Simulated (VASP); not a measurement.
# MoS2 (P6_3/mmc) in VASP: further runs, part 2 of 2

VASP 6.6.1. The steps go on from the part before.

### Step 3. Single point, PBEsol

This run uses another cell than the first one, of the same volume but with other edges.

Contents of INCAR:

```
SYSTEM = MoS2
PREC     = Accurate       ! precision mode
ENCUT    = 520            ! plane-wave cutoff, eV
EDIFF    = 1E-6           ! SCF threshold, eV
ISMEAR   = 1              ! smearing method
SIGMA    = 0.132          ! smearing width, eV
LREAL    = .FALSE.        ! projectors in reciprocal space
LASPH    = .TRUE.         ! aspherical terms in the spheres
NELM     = 60             ! most SCF steps
ALGO     = Normal         ! electronic algorithm
ISIF     = 2              ! what is computed and relaxed
LWAVE    = .FALSE.        ! write WAVECAR
LCHARG   = .FALSE.        ! write CHGCAR
GGA      = PS             ! functional
NBANDS   = 35             ! bands
```

Contents of KPOINTS:

```
regular mesh
0
G
  12 12 2
  0 0 0
```

Contents of POSCAR:

```
MoS2
1.0
    3.2045000000      0.0000000000      0.0000000000
   -1.6022500000      2.7751784064      0.0000000000
    0.0000000000      0.0000000000     12.5702639933
Mo S
2 4
Direct
    0.3333333333      0.6666666667      0.2500000000
    0.6666666667      0.3333333333      0.7500000000
    0.3333333333      0.6666666667      0.6259932117
    0.6666666667      0.3333333333      0.1259932117
    0.3333333333      0.6666666667      0.8740067883
    0.6666666667      0.3333333333      0.3740067883
```

Potentials or basis: VASP PAW PBE potentials, release 64 (Mo_sv, S).

The run is started by

```bash
$ cat potpaw_PBE.64/Mo_sv/POTCAR potpaw_PBE.64/S/POTCAR > POTCAR
$ mpirun -np 1 vasp_std > vasp.out
```

OUTCAR:

```text
SYSTEM = MoS2
   PREC = Accurate
   ENCUT = 520
   EDIFF = 1E-6
   ISMEAR = 1
   LREAL = .FALSE.
   LASPH = .TRUE.
   NELM = 60
   ISIF = 2
   GGA = PS

 ion  position               nearest neighbor table
   1  0.333  0.667  0.250-   4 2.42   6 2.42   4 2.42   6 2.42   4 2.42   6 2.42
   2  0.667  0.333  0.750-   3 2.42   5 2.42   3 2.42   5 2.42   3 2.42   5 2.42
   3  0.333  0.667  0.626-   2 2.42   2 2.42   2 2.42
   4  0.667  0.333  0.126-   1 2.42   1 2.42   1 2.42
   5  0.333  0.667  0.874-   2 2.42   2 2.42   2 2.42
   6  0.667  0.333  0.374-   1 2.42   1 2.42   1 2.42

  LATTYP: Found a hexagonal cell.
 ALAT       =     3.2045000000
 C/A-ratio  =     3.9226912134

  Lattice vectors:

 A1 = (   3.2045000000,   0.0000000000,   0.0000000000)
 A2 = (  -1.6022500000,   2.7751784064,   0.0000000000)
 A3 = (   0.0000000000,   0.0000000000,  12.5702639933)

Analysis of symmetry for initial positions (statically):
=====================================================================
 Subroutine PRICEL returns:
 Original cell was already a primitive cell.

 Routine SETGRP: Setting up the symmetry group for a
[... 183 lines left out ...]
 fundamental gap:      0.9358123705
 Fermi energy:         6.9752151717

 k-point     1 :       0.0000    0.0000    0.0000
  band No.  band energies     occupation
      1     -54.5575      2.00000
      2     -54.5575      2.00000
      3     -28.7193      2.00000
      4     -28.7193      2.00000
      5     -28.5299      2.00000
      6     -28.5299      2.00000
[... 901 lines left out ...]
     34      10.2627      0.00000
     35      13.5309      0.00000

 [... further k-points ...]

------------------------ aborting loop because EDIFF is reached ----------------------------------------

  FORCE on cell =-STRESS in cart. coord.  units (eV):
  Direction    XX          YY          ZZ          XY          YZ          ZX
  --------------------------------------------------------------------------------------
  -------------------------------------------------------------------------------------
  Total       -4.4051814     -4.4051814     -2.4828189      0.0000000      0.0000000      0.0000000
  in kB      -63.1362525    -63.1362525    -35.5844317      0.0000000      0.0000000      0.0000000
  external PRESSURE =     -53.9523123 kB  Pullay stress =       0.0000000 kB

 VOLUME and BASIS-vectors are now :
 -----------------------------------------------------------------------------
  energy-cutoff  :      520.00
  volume of cell :      111.79
      direct lattice vectors                 reciprocal lattice vectors
     3.204500000  0.000000000  0.000000000     0.312061164  0.180168597  0.000000000
    -1.602250000  2.775178406  0.000000000     0.000000000  0.360337194  0.000000000
     0.000000000  0.000000000 12.570263993     0.000000000  0.000000000  0.079552824

 POSITION                                       TOTAL-FORCE (eV/Angst)
 -----------------------------------------------------------------------------------
     -0.00000      1.85012      3.14257         0.000000     -0.000000      0.000000
      1.60225      0.92506      9.42770        -0.000000      0.000000      0.000000
     -0.00000      1.85012      7.86890         0.000000      0.000000      0.384509
      1.60225      0.92506      1.58377        -0.000000     -0.000000      0.384509
     -0.00000      1.85012     10.98650         0.000000      0.000000     -0.384509
      1.60225      0.92506      4.70136        -0.000000     -0.000000     -0.384509
 -----------------------------------------------------------------------------------
    total drift:                               -0.000000      0.000000     -0.000000

  FREE ENERGIE OF THE ION-ELECTRON SYSTEM (eV)
  ---------------------------------------------------
  free  energy   TOTEN  =       -46.8188693535 eV

  energy  without entropy=      -46.8189328842  energy(sigma->0) =      -46.81889053
```

OSZICAR:

```text
N       E                     dE             d eps       ncg     rms          rms(c)
DAV:   1     0.430426627384E+03    0.43043E+03   -0.29191E+04  2956   0.140E+03
DAV:   2    -0.272341494747E+02   -0.45766E+03   -0.44199E+03  3224   0.360E+02
DAV:   3    -0.494534626007E+02   -0.22219E+02   -0.21801E+02  3234   0.724E+01
DAV:   4    -0.499016647063E+02   -0.44820E+00   -0.44690E+00  3204   0.104E+01
DAV:   5    -0.499101923204E+02   -0.85276E-02   -0.85259E-02  3140   0.145E+00    0.337E+01
DAV:   6    -0.476642328540E+02    0.22460E+01   -0.12999E+01  2899   0.228E+01    0.120E+01
DAV:   7    -0.472027011507E+02    0.46153E+00   -0.57157E+00  2865   0.147E+01    0.781E+00
DAV:   8    -0.468204325183E+02    0.38227E+00   -0.86862E-01  2890   0.616E+00    0.281E+00
DAV:   9    -0.468267877038E+02   -0.63552E-02   -0.10661E-01  3051   0.161E+00    0.122E+00
DAV:  10    -0.468190532615E+02    0.77344E-02   -0.32164E-02  2902   0.122E+00    0.410E-01
DAV:  11    -0.468190676803E+02   -0.14419E-04   -0.18040E-03  2941   0.227E-01    0.235E-01
DAV:  12    -0.468188752443E+02    0.19244E-03   -0.44349E-04  2929   0.120E-01    0.109E-01
DAV:  13    -0.468188657320E+02    0.95123E-05   -0.15606E-04  3075   0.640E-02    0.111E-02
DAV:  14    -0.468188688584E+02   -0.31264E-05   -0.91383E-06  2639   0.146E-02    0.168E-02
DAV:  15    -0.468188693535E+02   -0.49514E-06   -0.58808E-07  1827   0.402E-03
   1 F= -.46818869E+02 E0= -.46818891E+02  d E =0.635307E-04
```

It took 2 min on 1 thread of Intel Xeon 6975P-C, shared host; peak memory 0.29 GiB.

What came out:

```yaml
Free_energy: -46.8189 eV
Pressure: -5.4 GPa
Largest_force: 0.385 eV/Å
Band_gap_on_the_k_mesh: 0.94 eV, indirect (least direct gap 1.56 eV)
```

Forces in eV/Å, atoms in the order of the input:
```
Mo   0.000  0.000  0.000
Mo   0.000  0.000  0.000
S    0.000  0.000  0.385
S    0.000  0.000  0.385
S    0.000  0.000 -0.385
S    0.000  0.000 -0.385
```

Caveat: the PAW data sets were made with another functional, which shifts forces and pressure a little; this functional lacks dispersion, which binds the layers, so the pressure and a relaxed spacing across them are unreliable.

### Step 4. Single point, PBEsol

This run uses another cell than the first one, of 18.81 Å³/atom, 1.010 times its volume.

Contents of INCAR:

```
PREC = Accurate
ENCUT = 520
EDIFF = 1E-7
ISMEAR = 1
SIGMA = 0.098
LREAL = False
LASPH = True
NELM = 60
ALGO = Normal
ISIF = 2
LWAVE = False
LCHARG = False
GGA = PS
NBANDS = 35
```

Contents of KPOINTS:

```
regular mesh
0
Gamma
  12 12 2
```

Edit POSCAR of step 3 so:

```diff
@@ -2,5 +2,5 @@
 1.0
-    3.2045000000      0.0000000000      0.0000000000
-   -1.6022500000      2.7751784064      0.0000000000
-    0.0000000000      0.0000000000     12.5702639933
+    3.2359000000      0.0000000000      0.0000000000
+   -1.6179500000      2.8023716041      0.0000000000
+    0.0000000000      0.0000000000     12.4446000000
 Mo S
```

The run is started by

```bash
$ cat potpaw_PBE.64/Mo_sv/POTCAR potpaw_PBE.64/S/POTCAR > POTCAR
$ mpirun -np 1 vasp_std > vasp.out
```

Run time: 2.3 min. Hardware: 1 thread of Intel Xeon 6975P-C, shared host; peak memory 0.29 GiB.

Results (log left out):

```yaml
Free_energy: -46.7406 eV
Pressure: -6.4 GPa
Largest_force: 0.286 eV/Å
Band_gap_on_the_k_mesh: 0.69 eV, indirect (least direct gap 1.45 eV)
```

Forces in eV/Å, atoms in the order of the input:
```
Mo   0.000  0.000  0.000
Mo   0.000  0.000  0.000
S    0.000  0.000  0.286
S    0.000  0.000  0.286
S    0.000  0.000 -0.286
S    0.000  0.000 -0.286
```

Stress tensor (GPa, compression positive):
```
-8.31  0.00  0.00
 0.00 -8.31  0.00
 0.00  0.00 -2.50
```

Levels at points of the mesh, in eV from the valence-band top:
```tsv
k point	band 24	band 25	band 26	band 27	band 28	band 29
(0.00, 0.00, 0.00)	-1.18	-0.98	0.00	1.87	1.87	1.89
(0.50, 0.00, 0.00)	-1.80	-1.46	-1.32	1.28	1.33	1.73
(0.00, 0.00, 0.50)	-2.38	-0.24	-0.24	1.87	1.87	1.87
(0.50, 0.00, 0.50)	-1.88	-1.38	-1.38	1.30	1.30	1.83
```

Caveat: the PAW data sets were made with another functional, which shifts forces and pressure a little; this functional lacks dispersion, which binds the layers, so the pressure and a relaxed spacing across them are unreliable.

### Step 5. Single point, PBEsol

This run uses another cell than the first one, of 19.38 Å³/atom, 1.041 times its volume.

Contents of INCAR:

```
SYSTEM = MoS2
PREC = Accurate
ENCUT = 520
EDIFF = 1E-6
ISMEAR = 1
SIGMA = 0.143
LREAL = .FALSE.
LASPH = .TRUE.
NELM = 100
ALGO = Normal
ISIF = 2
LWAVE = .FALSE.
LCHARG = .TRUE.
GGA = PS
LELF = .TRUE.
LVHAR = .TRUE.
NBANDS = 35
```

Contents of KPOINTS:

```
Automatic mesh
0
G
  12 12 2
  0 0 0
```

Edit POSCAR of step 4 so:

```diff
@@ -4,3 +4,3 @@
    -1.6179500000      2.8023716041      0.0000000000
-    0.0000000000      0.0000000000     12.4446000000
+    0.0000000000      0.0000000000     12.8217000000
 Mo S
```

The run is started by

```bash
$ cat potpaw_PBE.64/Mo_sv/POTCAR potpaw_PBE.64/S/POTCAR > POTCAR
$ mpirun -np 1 vasp_std > vasp.out
```

It took 1.8 min on 1 thread of Intel Xeon Platinum 8259CL at 2.50GHz (Skylake/Cascade Lake), shared host; peak memory 0.29 GiB.

The run converged. Its results:

| Quantity | Value |
| --- | --- |
| Free energy | -46.6095 eV |
| Pressure | -10.1 GPa |
| Largest force | 1.069 eV/Å |
| Band gap on the k mesh | 0.99 eV, indirect (least direct gap 1.52 eV) |

Forces in eV/Å, atoms in the order of the input:
```
Mo   0.000  0.000  0.000
Mo   0.000  0.000  0.000
S    0.000  0.000  1.069
S    0.000  0.000  1.069
S    0.000  0.000 -1.069
S    0.000  0.000 -1.069
```

Stress tensor (GPa, compression positive):
```
-10.27   0.00   0.00
  0.00 -10.27   0.00
  0.00   0.00  -9.75
```

Levels at points of the mesh, in eV from the valence-band top:
```csv
k point,band 22,band 23,band 24,band 25,band 26,band 27,band 28,band 29,band 30,band 31
"(0.00, 0.00, 0.00)",-1.94,-1.94,-1.22,-0.89,0.00,2.07,2.07,2.09,2.09,2.22
"(0.50, 0.00, 0.00)",-2.29,-1.57,-1.44,-1.21,-1.11,1.55,1.58,1.95,2.14,2.80
"(0.00, 0.00, 0.50)",-1.96,-1.96,-1.96,-0.23,-0.23,2.07,2.07,2.07,2.07,2.28
"(0.50, 0.00, 0.50)",-2.39,-1.51,-1.51,-1.15,-1.15,1.57,1.57,2.05,2.05,3.12
```

Caveat: the PAW data sets were made with another functional, which shifts forces and pressure a little; this functional lacks dispersion, which binds the layers, so the pressure and a relaxed spacing across them are unreliable. A hybrid or GW would open this gap; PBEsol tends to underestimate it.

### Step 6. Overview

```tsv
cell	smearing	gap on the mesh (eV)	pressure (GPa)	largest force (eV/Å)
a = 3.142, b = 3.142, c = 13.073 Å, angles 90.0, 90.0, 120.0°, 6 atoms	methfessel-paxton 0.166 eV	1.15	-5.9	1.09
a = 3.204, b = 3.204, c = 12.570 Å, angles 90.0, 90.0, 120.0°, 6 atoms	methfessel-paxton 0.132 eV	0.94	-5.4	0.38
a = 3.236, b = 3.236, c = 12.445 Å, angles 90.0, 90.0, 120.0°, 6 atoms	methfessel-paxton 0.098 eV	0.69	-6.4	0.29
a = 3.236, b = 3.236, c = 12.822 Å, angles 90.0, 90.0, 120.0°, 6 atoms	methfessel-paxton 0.143 eV	0.99	-10.1	1.07
```

Alike in all rows: task single point; level PBEsol; potentials or basis VASP PAW PBE potentials, release 64 (Mo_sv, S); no spin polarisation; k mesh 12 × 12 × 2; cutoff (eV) 520.

Caveats: the PAW data sets were made with another functional, which shifts forces and pressure a little; this functional lacks dispersion, which binds the layers, so the pressure and a relaxed spacing across them are unreliable.

Total energies depend on the potentials used, so only differences within one code and one set of settings carry meaning.
